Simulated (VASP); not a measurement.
# Ta3N (C2/m) in VASP: notebook, part 2 of 2

VASP 6.6.1. The steps go on from the part before.

## Step 3: Single point, PBE (strain +0.0200 x Voigt [1, -1, 0, 0, 0, 0])

File INCAR:

```
ALGO = Normal ; EDIFF = 1E-7
ENCUT = 520 ; GGA = PE
ISIF = 2 ; ISMEAR = 0
LASPH = T ; LCHARG = F
LREAL = F ; LWAVE = F
NBANDS = 27 ; NELM = 80
PREC = Accurate ; SIGMA = 0.15
```

File KPOINTS:

```
k-points
0
Gamma
  18 18 6
```

File POSCAR:

```
Ta3N
1.0
    3.0822103220      0.0000000000      0.0000000000
   -1.5411051610      2.5645950881      0.0000000000
    0.0000000000      0.0000000000      7.5575881873
Ta N
3 1
Direct
    0.0000000000      0.0000000000      0.5000000000
    0.3333333333      0.6666666667      0.1735950547
    0.6666666667      0.3333333333      0.8264049453
    0.0000000000      0.0000000000      0.0000000000
```

Potentials or basis: VASP PAW PBE potentials, release 64 (Ta_pv, N).

The run is started by

```
$ cat potpaw_PBE.64/Ta_pv/POTCAR potpaw_PBE.64/N/POTCAR > POTCAR
$ mpirun -np 1 vasp_std > vasp.out
```

OUTCAR:

```text
EDIFF = 1E-7
   ENCUT = 520
   GGA = PE
   ISIF = 2
   ISMEAR = 0
   LASPH = T
   LREAL = F
   NELM = 80
   PREC = Accurate

 ion  position               nearest neighbor table
   1  0.000  0.000  0.500-   2 3.00   3 3.00   3 3.03   2 3.03   3 3.03   2 3.03
   2  0.333  0.667  0.174-   4 2.16   4 2.20   4 2.20   1 3.00   1 3.03   1 3.03   3 3.13   3 3.16
                             3 3.16
   3  0.667  0.333  0.826-   4 2.16   4 2.20   4 2.20   1 3.00   1 3.03   1 3.03   2 3.13   2 3.16
                             2 3.16
   4  0.000  0.000  0.000-   2 2.16   3 2.16   3 2.20   2 2.20   3 2.20   2 2.20

  Warning from LATTYP: Monoclinic adjustment (A1->A3, A2->A1, A3->A2)!
  LATTYP: Found a base centered orthorhombic cell.
 ALAT       =     3.0822103220
 B/A-ratio  =     1.6641272465
 C/A-ratio  =     2.4520027505

  Lattice vectors:

 A1 = (   1.5411051610,  -2.5645950881,   0.0000000000)
 A2 = (   1.5411051610,   2.5645950881,   0.0000000000)
 A3 = (   0.0000000000,   0.0000000000,   7.5575881873)

Analysis of symmetry for initial positions (statically):
[... 175 lines left out ...]
  energy without entropy =      -45.57025340  energy(sigma->0) =      -45.58896337

 E-fermi :   6.6499     XC(G=0): -12.7006

 val. band max:        6.6493343569   @ k =  -0.1667  -0.2222   0.1667
 cond. band min:       6.6501254280   @ k =   0.1111   0.0556   0.5000
 fundamental gap:      0.0007910711
 Fermi energy:         6.6499108831

 k-point     1 :       0.0000    0.0000    0.0000
  band No.  band energies     occupation
      1     -28.5222      2.00000
      2     -28.2241      2.00000
      3     -27.9222      2.00000
      4     -27.8931      2.00000
      5     -27.8612      2.00000
      6     -27.8331      2.00000
[... 709 lines left out ...]
     26      10.4107      0.00000
     27      11.1497      0.00000

 [... further k-points ...]

------------------------ aborting loop because EDIFF is reached ----------------------------------------

  FORCE on cell =-STRESS in cart. coord.  units (eV):
  Direction    XX          YY          ZZ          XY          YZ          ZX
  --------------------------------------------------------------------------------------
  -------------------------------------------------------------------------------------
  Total       -0.8584225      1.2602656      0.2125159      0.0000000     -0.1607231      0.0000000
  in kB      -23.0222305     33.7993512      5.6995125      0.0000000     -4.3104683      0.0000000
  external PRESSURE =       5.4922111 kB  Pullay stress =       0.0000000 kB

 VOLUME and BASIS-vectors are now :
 -----------------------------------------------------------------------------
  energy-cutoff  :      520.00
  volume of cell :       59.74
      direct lattice vectors                 reciprocal lattice vectors
     3.082210322  0.000000000  0.000000000     0.324442493  0.194962551  0.000000000
    -1.541105161  2.564595088  0.000000000     0.000000000  0.389925101  0.000000000
     0.000000000  0.000000000  7.557588187     0.000000000  0.000000000  0.132317345

 POSITION                                       TOTAL-FORCE (eV/Angst)
 -----------------------------------------------------------------------------------
      0.00000      0.00000      3.77879        -0.000000      0.000000      0.000000
     -0.00000      1.70973      1.31196        -0.000000      0.163957      0.093204
      1.54111      0.85487      6.24563        -0.000000     -0.163957     -0.093204
      0.00000      0.00000      0.00000         0.000000      0.000000      0.000000
 -----------------------------------------------------------------------------------
    total drift:                                0.000000     -0.000000     -0.000000

  FREE ENERGIE OF THE ION-ELECTRON SYSTEM (eV)
  ---------------------------------------------------
  free  energy   TOTEN  =       -45.6076733508 eV

  energy  without entropy=      -45.5702533976  energy(sigma->0) =      -45.58896337
```

OSZICAR:

```text
N       E                     dE             d eps       ncg     rms          rms(c)
DAV:   1     0.337536042846E+03    0.33754E+03   -0.21179E+04 28296   0.147E+03
DAV:   2    -0.333428784662E+02   -0.37088E+03   -0.36245E+03 31957   0.427E+02
DAV:   3    -0.492588734499E+02   -0.15916E+02   -0.15601E+02 36280   0.812E+01
DAV:   4    -0.495127010861E+02   -0.25383E+00   -0.25218E+00 35805   0.996E+00
DAV:   5    -0.495159937482E+02   -0.32927E-02   -0.32880E-02 36838   0.102E+00    0.290E+01
DAV:   6    -0.460722576096E+02    0.34437E+01   -0.15802E+01 36384   0.233E+01    0.136E+01
DAV:   7    -0.456906816683E+02    0.38158E+00   -0.21665E+00 35577   0.879E+00    0.610E+00
DAV:   8    -0.457003400815E+02   -0.96584E-02   -0.14609E+00 37282   0.540E+00    0.170E+00
DAV:   9    -0.456102462923E+02    0.90094E-01   -0.70874E-01 36516   0.570E+00    0.595E-01
DAV:  10    -0.456079514566E+02    0.22948E-02   -0.31758E-02 35431   0.966E-01    0.211E-01
DAV:  11    -0.456076666183E+02    0.28484E-03   -0.27526E-03 38528   0.347E-01    0.746E-02
DAV:  12    -0.456076770368E+02   -0.10419E-04   -0.23337E-04 36003   0.104E-01    0.264E-02
DAV:  13    -0.456076742165E+02    0.28203E-05   -0.21910E-05 37760   0.258E-02    0.907E-03
DAV:  14    -0.456076734099E+02    0.80660E-06   -0.48371E-06 36229   0.110E-02    0.250E-03
DAV:  15    -0.456076733508E+02    0.59113E-07   -0.77601E-07 31749   0.442E-03
   1 F= -.45607673E+02 E0= -.45588963E+02  d E =-.374200E-01
```

stdout:

```text
POSCAR found type information on POSCAR TaN
 POSCAR found :  2 types and       4 ions
 scaLAPACK will be used
 LDA part: xc-table for (Slater+PW92), standard interpolation
 POSCAR, INCAR and KPOINTS ok, starting setup
 FFT: planning ... GRIDC
 FFT: planning ... GRID_SOFT
 FFT: planning ... GRID
 WAVECAR not read
 entering main loop
```

It took 7.6 min on 1 thread of AMD EPYC 9R45 (Zen 5), shared host; peak memory 0.69 GiB.

What came out:

* Free energy: -45.6077 eV
* Pressure: 0.5 GPa
* Largest force: 0.189 eV/Å
* Band gap on the k mesh: zero (bands 19 and 20 overlap by 0.90 eV)

Forces on the atoms (eV/Å):
```
Ta   0.000  0.000  0.000
Ta   0.000  0.164  0.093
Ta   0.000 -0.164 -0.093
N    0.000  0.000  0.000
```

Stress tensor (GPa, compression positive):
```
-2.30  0.00  0.00
 0.00  3.38 -0.43
 0.00 -0.43  0.57
```

Levels at points of the mesh, in eV from the Fermi level:
```
           k point  band 16  band 17  band 18  band 19  band 20  band 21  band 22  band 23
(0.00, 0.00, 0.00)    -1.43    -0.79    -0.39    -0.07     0.02     0.67     0.90     1.61
(0.50, 0.00, 0.00)    -3.12    -1.22    -0.58     0.09     0.80     0.92     3.50     4.05
(0.00, 0.50, 0.00)    -3.07    -0.99    -0.38     0.24     0.48     1.11     3.54     3.86
(0.00, 0.00, 0.50)    -1.28    -1.16    -0.60     0.14     0.25     0.95     1.08     1.18
(0.50, 0.00, 0.50)    -2.90    -1.36    -1.28     0.13     0.80     1.46     2.55     4.13
(0.00, 0.50, 0.50)    -2.87    -1.19    -1.18     0.26     1.08     1.09     2.22     4.51
```

Caveat: the cell differs from its parent crystal (strain +0.0200 x Voigt [1, -1, 0, 0, 0, 0]); the stress differs along the axes, from -2 to 3 GPa; spin-orbit coupling is left out, which moves the levels of the heavy elements.
